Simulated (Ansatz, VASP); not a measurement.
**CsH in VASP and in Ansatz**

```xyz
2
Lattice="0.0000 2.9330 3.3155 2.9330 0.0000 3.3155 2.9330 2.9330 0.0000" Properties=species:S:1:pos:R:3 pbc="T T T"
Cs    0.0000    0.0000    0.0000
H     2.9330    2.9330    3.3155
```

Change from the starting cell: strain -0.080 along x and y, +0.040 along z, atoms carried along.

Alike in both runs: task single point; functional LDA; k mesh 8 × 8 × 8; occupations gaussian, width 0.05 eV; no spin polarisation.

|  | VASP | Ansatz |
| --- | --- | --- |
| version | VASP 6.6.1 | Ansatz 0.2.0 |
| potentials or method | VASP PAW LDA potentials, release 64 (Cs_sv, H), cutoff 520 eV | scalar-relativistic, plane waves, PAW |
| valence electrons in the cell | 10 | 10 |

Ansatz gave:

- gap on the k mesh at the Fermi level (eV): 1.67
- least direct gap on the mesh (eV): 1.67
- pressure (GPa): 0.4
- traceless stress, the component that is largest in VASP (GPa): -2.17

Task: What did VASP give for the same quantities?

Result: gap on the k mesh at the Fermi level (eV): 1.64; least direct gap on the mesh (eV): 1.64; pressure (GPa): 0.4; traceless stress, the component that is largest in VASP (GPa): -2.23.

LDA's correlation is that of Perdew and Zunger in VASP and of Perdew and Wang (1992) in Ansatz.

Neither program's run includes spin-orbit coupling.
